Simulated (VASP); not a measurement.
# NaLa (P-6m2) in VASP: further runs

The runs below take NaLa through single point, with PBE, PBEsol, RPBE.

Program: VASP 6.6.1. These are calculated values, not measurements. Logs are shortened: lines on timing, memory, paths and dates and some standing lists are left out, and cuts for length are marked.

## 1. The cell of the first run

Symmetry: P-6m2, No. 187, hexagonal system. Conventional cell: a = 3.606 Å, b = 3.606 Å, c = 6.484 Å, α = 90.00°, β = 90.00°, γ = 120.00°. Within 4.7 Å of La (site symmetry -6m2) lie 6 La at 3.61 Å and 6 Na at 3.85 Å. Na (site symmetry -6m2) has 6 Na at 3.61 Å and 6 La at 3.85 Å within 4.7 Å.

## 2. Single point, PBE

INCAR reads:

```
SYSTEM = NaLa
PREC = Accurate
ENCUT = 520
EDIFF = 1E-6
ISMEAR = -1
SIGMA = 0.05
LREAL = .False.
LASPH = .True.
NELM = 100
ALGO = Normal
ISIF = 2
LWAVE = .False.
LCHARG = .True.
GGA = PE
LELF = .True.
LVHAR = .True.
NBANDS = 16
```

KPOINTS reads:

```
Automatic mesh
0
Gamma
  5 5 3
  0 0 0
```

POSCAR reads:

```
NaLa
1.0
    3.6062507687      0.0000000000      0.0000000000
   -1.8031253843      3.1231047781      0.0000000000
    0.0000000000      0.0000000000      6.4837820000
La Na
1 1
Direct
    0.3333333333      0.6666666667      0.5000000000
    0.0000000000      0.0000000000      0.0000000000
```

Potentials or basis: VASP PAW PBE potentials, release 64 (La, Na_pv).

Launch:

```console
$ cat potpaw_PBE.64/La/POTCAR potpaw_PBE.64/Na_pv/POTCAR > POTCAR
$ mpirun -np 1 vasp_std > vasp.out
```

OUTCAR:

```text
SYSTEM = NaLa
   PREC = Accurate
   ENCUT = 520
   EDIFF = 1E-6
   ISMEAR = -1
   LREAL = .False.
   LASPH = .True.
   NELM = 100
   ISIF = 2
   GGA = PE

 ion  position               nearest neighbor table
   1  0.333  0.667  0.500-
   2  0.000  0.000  0.000-

  LATTYP: Found a hexagonal cell.
 ALAT       =     3.6062507687
 C/A-ratio  =     1.7979287675

  Lattice vectors:

 A1 = (   3.6062507687,   0.0000000000,   0.0000000000)
 A2 = (  -1.8031253843,   3.1231047781,   0.0000000000)
 A3 = (   0.0000000000,   0.0000000000,   6.4837820000)

Analysis of symmetry for initial positions (statically):
=====================================================================
 Subroutine PRICEL returns:
 Original cell was already a primitive cell.

 Routine SETGRP: Setting up the symmetry group for a
 hexagonal supercell.

 Subroutine GETGRP returns: Found 12 space group operations
 (whereof 12 operations were pure point group operations)
 out of a pool of 24 trial point group operations.

The static configuration has the point symmetry D_3h.

Analysis of symmetry for dynamics (positions and initial velocities):
=====================================================================
 Subroutine PRICEL returns:
 Original cell was already a primitive cell.

 Routine SETGRP: Setting up the symmetry group for a
 hexagonal supercell.

 Subroutine GETGRP returns: Found 12 space group operations
 (whereof 12 operations were pure point group operations)
 out of a pool of 24 trial point group operations.

The dynamic configuration has the point symmetry D_3h.

 Subroutine INISYM returns: Found 12 space group operations
 (whereof 12 operations are pure point group operations),
 and found     1 'primitive' translations

----------------------------------------------------------------------------------------

                                     Primitive cell

  volume of cell :      73.0249

  direct lattice vectors                    reciprocal lattice vectors
     3.606250769  0.000000000  0.000000000     0.277296301  0.160097094  0.000000000
    -1.803125384  3.123104778  0.000000000     0.000000000  0.320194188  0.000000000
     0.000000000  0.000000000  6.483782000     0.000000000  0.000000000  0.154230972

  length of vectors
     3.606250769  3.606250769  6.483782000     0.320194188  0.320194188  0.154230972

  position of ions in fractional coordinates (direct lattice)
     0.333333333  0.666666667  0.500000000
     0.000000000  0.000000000  0.000000000

  ion indices of the primitive-cell ions
   primitive index   ion index
                 1           1
                 2           2

----------------------------------------------------------------------------------------

 KPOINTS: Automatic mesh

Automatic generation of k-mesh.
 Grid dimensions read from file:
 generate k-points for:    5    5    3

 Generating k-lattice:

  Cartesian coordinates                     Fractional coordinates (reciprocal lattice)
     0.055459260  0.032019419  0.000000000     0.200000000 -0.000000000  0.000000000
     0.000000000  0.064038838  0.000000000     0.000000000  0.200000000  0.000000000
     0.000000000  0.000000000  0.051410324     0.000000000  0.000000000  0.333333333

  Length of vectors
     0.064038838  0.064038838  0.051410324

  Shift w.r.t. Gamma in fractional coordinates (k-lattice)
     0.000000000  0.000000000  0.000000000

 Subroutine IBZKPT returns following result:
 ===========================================

 Found     10 irreducible k-points:

 Following reciprocal coordinates:
            Coordinates               Weight
  0.000000  0.000000  0.000000      1.000000
  0.200000 -0.000000  0.000000      6.000000
  0.400000 -0.000000  0.000000      6.000000
  0.200000  0.200000  0.000000      6.000000
  0.400000  0.200000  0.000000      6.000000
  0.000000  0.000000  0.333333      2.000000
  0.200000 -0.000000  0.333333     12.000000
  0.400000 -0.000000  0.333333     12.000000
  0.200000  0.200000  0.333333     12.000000
  0.400000  0.200000  0.333333     12.000000
   k-points           NKPTS =     10   k-points in BZ     NKDIM =     10   number of bands    NBANDS=     16
   number of dos      NEDOS =    301   number of ions     NIONS =      2
   total plane-waves  NPLWV =  37632
   dimension x,y,z NGX =    28 NGY =   28 NGZ =   48
   dimension x,y,z NGXF=    56 NGYF=   56 NGZF=   96
   ions per type =               1   1
   NGX,Y,Z   is equivalent  to a cutoff of  12.91, 12.91, 12.31 a.u.
   NGXF,Y,Z  is equivalent  to a cutoff of  25.82, 25.82, 24.61 a.u.
 SYSTEM =  NaLa
   PREC   = accura    normal or accurate (medium, high low for compatibility)
   ISTART =      0    job   : 0-new  1-cont  2-samecut
   ICHARG =      2    charge: 1-file 2-atom 10-const
   ISPIN  =      1    spin polarized calculation?
   LNONCOLLINEAR =      F non collinear calculations
   LSORBIT =      F    spin-orbit coupling
   LASPH  =      T    aspherical Exc in radial PAW
   ENCUT  =  520.0 eV  38.22 Ry    6.18 a.u.   6.71  6.71 12.06*2*pi/ulx,y,z
   NELM   =    100;   NELMIN=  2; NELMDL= -5     # of ELM steps
   EDIFF  = 0.1E-05   stopping-criterion for ELM
   LREAL  =      F    real-space projection
   EDIFFG = 0.1E-04   stopping-criterion for IOM
   NSW    =      0    number of steps for IOM
   IBRION =     -1    ionic relax: 0-MD 1-quasi-New 2-CG
   NFREE  =      0    steps in history (QN), initial steepest desc. (CG)
   ISIF   =      2    stress and relaxation
   ISYM   =      2    0-nonsym 1-usesym 2-fastsym
   POTIM  = 0.5000    time-step for ionic-motion
   TEBEG  =    0.0;   TEEND  =   0.0 temperature during run
   PSTRESS=    0.0 pullay stress
   NELECT =      18.0000    total number of electrons
   NUPDOWN=      -1.0000    fix difference up-down
   EMIN   =  10.00;   EMAX   =-10.00  energy-range for DOS
   EFERMI =   0.00;   METHOD = LEGACY
   ISMEAR =    -1;   SIGMA  =   0.05  broadening in eV -4-tet -1-fermi 0-gaus
   EFERMI_NEDOS =   21; number of points for ismear=-14 and -15
   IALGO  =     38    algorithm
   IMIX   =      4    mixing-type and parameters
     AMIX     =   0.40;   BMIX     =  1.00
     AMIX_MAG =   1.60;   BMIX_MAG =  1.00
  volume/ion in A,a.u.               =      36.51       246.40
  Fermi-wavevector in a.u.,A,eV,Ry     =   1.026460  1.939728 14.335373  1.053620
  Thomas-Fermi vector in A             =   2.160354
   LORBIT       =      0    0 simple, 1 ext, 2 COOP (PROOUT), +10 PAW based schemes
   GGA     = PE    functional components
   LHFCALC =     F    Hartree Fock is set to
   AEXX    =    0.0000 exact exchange contribution
   IVDW    =     0    specifies the selected vdW correction
   LEPSILON=     F    determine dielectric tensor
   LRPA    =     F    only Hartree local field effects (RPA)
 non-spin polarized calculation
  energy-cutoff  :      520.00
  volume of cell :       73.02
 maximum number of plane-waves:      1992
 NGX is ok and might be reduce to    28
   NGX = 13   NGY = 13   NGZ = 25

 number of electron      17.9999986 magnetization

 Free energy of the ion-electron system (eV)
  ---------------------------------------------------
  ext. energy  EPLUGINS =         0.00000000
  ---------------------------------------------------
  free energy    TOTEN  =        -5.78160062 eV

  energy without entropy =       -5.75641528  energy(sigma->0) =       -5.76900795

 E-fermi :   4.0730     XC(G=0):  -8.1448

 val. band max:        3.9471288885   @ k =   0.2000   0.2000   0.0000
 cond. band min:       4.0987847519   @ k =   0.2000   0.2000   0.3333
 fundamental gap:      0.1516558634
 Fermi energy:         4.0730258815

 k-point     1 :       0.0000    0.0000    0.0000
  band No.  band energies     occupation
      1     -28.9831      2.00000
      2     -20.2032      2.00000
      3     -20.2001      2.00000
      4     -20.2001      2.00000
      5     -12.7528      2.00000
      6     -11.9091      2.00000
[... 8 lines left out ...]
     15       5.8695      0.00000
     16       5.8703      0.00000

 k-point     2 :       0.2000   -0.0000    0.0000
  band No.  band energies     occupation
      1     -28.9172      2.00000
      2     -20.2141      2.00000
      3     -20.2034      2.00000
      4     -20.2010      2.00000
      5     -12.6711      2.00000
      6     -12.4347      2.00000
[... 8 lines left out ...]
     15       5.8748      0.00000
     16       5.9353      0.00000

 k-point     3 :       0.4000   -0.0000    0.0000
  band No.  band energies     occupation
      1     -28.8073      2.00000
      2     -20.2365      2.00000
      3     -20.2088      2.00000
      4     -20.1974      2.00000
      5     -13.1923      2.00000
      6     -12.5344      2.00000
[... 8 lines left out ...]
     15       5.9502      0.00000
     16       5.9865      0.00000

 k-point     4 :       0.2000    0.2000    0.0000
  band No.  band energies     occupation
      1     -28.8287      2.00000
      2     -20.2286      2.00000
      3     -20.2114      2.00000
      4     -20.1981      2.00000
      5     -12.9305      2.00000
      6     -12.5611      2.00000
[... 8 lines left out ...]
     15       5.9087      0.00000
     16       6.0057      0.00000

 k-point     5 :       0.4000    0.2000    0.0000
  band No.  band energies     occupation
      1     -28.7728      2.00000
      2     -20.2355      2.00000
      3     -20.2184      2.00000
      4     -20.1963      2.00000
      5     -13.1582      2.00000
      6     -12.5689      2.00000
[... 8 lines left out ...]
     15       5.8976      0.00000
     16       5.9408      0.00000

 k-point     6 :       0.0000    0.0000    0.3333
  band No.  band energies     occupation
      1     -28.9832      2.00000
      2     -20.2026      2.00000
      3     -20.2001      2.00000
      4     -20.2001      2.00000
      5     -12.7575      2.00000
      6     -11.9091      2.00000
[... 8 lines left out ...]
     15       5.8707      0.00000
     16       5.8707      0.00000

 k-point     7 :       0.2000   -0.0000    0.3333
  band No.  band energies     occupation
      1     -28.9172      2.00000
      2     -20.2141      2.00000
      3     -20.2034      2.00000
      4     -20.2006      2.00000
      5     -12.6745      2.00000
      6     -12.4343      2.00000
[... 8 lines left out ...]
     15       5.8740      0.00000
     16       5.9762      0.00000

 k-point     8 :       0.4000   -0.0000    0.3333
  band No.  band energies     occupation
      1     -28.8073      2.00000
      2     -20.2366      2.00000
      3     -20.2088      2.00000
      4     -20.1974      2.00000
      5     -13.1917      2.00000
      6     -12.5356      2.00000
[... 8 lines left out ...]
     15       5.9892      0.00000
     16       6.0034      0.00000

 k-point     9 :       0.2000    0.2000    0.3333
  band No.  band energies     occupation
      1     -28.8287      2.00000
      2     -20.2286      2.00000
      3     -20.2114      2.00000
      4     -20.1980      2.00000
      5     -12.9300      2.00000
      6     -12.5628      2.00000
[... 8 lines left out ...]
     15       5.9204      0.00000
     16       5.9966      0.00000

 k-point    10 :       0.4000    0.2000    0.3333
  band No.  band energies     occupation
      1     -28.7728      2.00000
      2     -20.2355      2.00000
      3     -20.2184      2.00000
      4     -20.1964      2.00000
      5     -13.1577      2.00000
      6     -12.5688      2.00000
[... 8 lines left out ...]
     15       5.8849      0.00000
     16       6.0401      0.00000

------------------------ aborting loop because EDIFF is reached ----------------------------------------

  FORCE on cell =-STRESS in cart. coord.  units (eV):
  Direction    XX          YY          ZZ          XY          YZ          ZX
  --------------------------------------------------------------------------------------
  -------------------------------------------------------------------------------------
  Total        0.1562531      0.1562531     -0.0933080      0.0000000     -0.0000000      0.0000000
  in kB        3.4282167      3.4282167     -2.0471918      0.0000000     -0.0000000      0.0000000
  external PRESSURE =       1.6030805 kB  Pullay stress =       0.0000000 kB

 VOLUME and BASIS-vectors are now :
 -----------------------------------------------------------------------------
  energy-cutoff  :      520.00
  volume of cell :       73.02
      direct lattice vectors                 reciprocal lattice vectors
     3.606250769  0.000000000  0.000000000     0.277296301  0.160097094  0.000000000
    -1.803125384  3.123104778  0.000000000     0.000000000  0.320194188  0.000000000
     0.000000000  0.000000000  6.483782000     0.000000000  0.000000000  0.154230972

 POSITION                                       TOTAL-FORCE (eV/Angst)
 -----------------------------------------------------------------------------------
     -0.00000      2.08207      3.24189        -0.000000      0.000000      0.000000
      0.00000      0.00000      0.00000         0.000000     -0.000000      0.000000
 -----------------------------------------------------------------------------------
    total drift:                                0.000000     -0.000000     -0.000000

  FREE ENERGIE OF THE ION-ELECTRON SYSTEM (eV)
  ---------------------------------------------------
  free  energy   TOTEN  =        -5.7816006218 eV

  energy  without entropy=       -5.7564152757  energy(sigma->0) =       -5.76900795
```

It took 36 s on 1 thread of AMD EPYC 7R13, shared host; peak memory 0.16 GiB.

Results:

```
Free energy            : -5.7816 eV
Pressure               : 0.2 GPa
Band gap on the k mesh : zero (band 9 reaches 4.10 eV, above the bottom of band 10 at 3.85 eV)
```

Levels at points of the mesh, in eV from the Fermi level:
| k point | band 7 | band 8 | band 9 | band 10 | band 11 | band 12 |
| --- | --- | --- | --- | --- | --- | --- |
| (0.00, 0.00, 0.00) | -15.98 | -3.17 | -1.14 | 0.86 | 1.17 | 1.73 |

Caveat: the k points lie up to 0.40 Å⁻¹ apart; spin-orbit coupling is left out, which moves the levels of the heavy elements.

(Continued in part 2 of 2.)
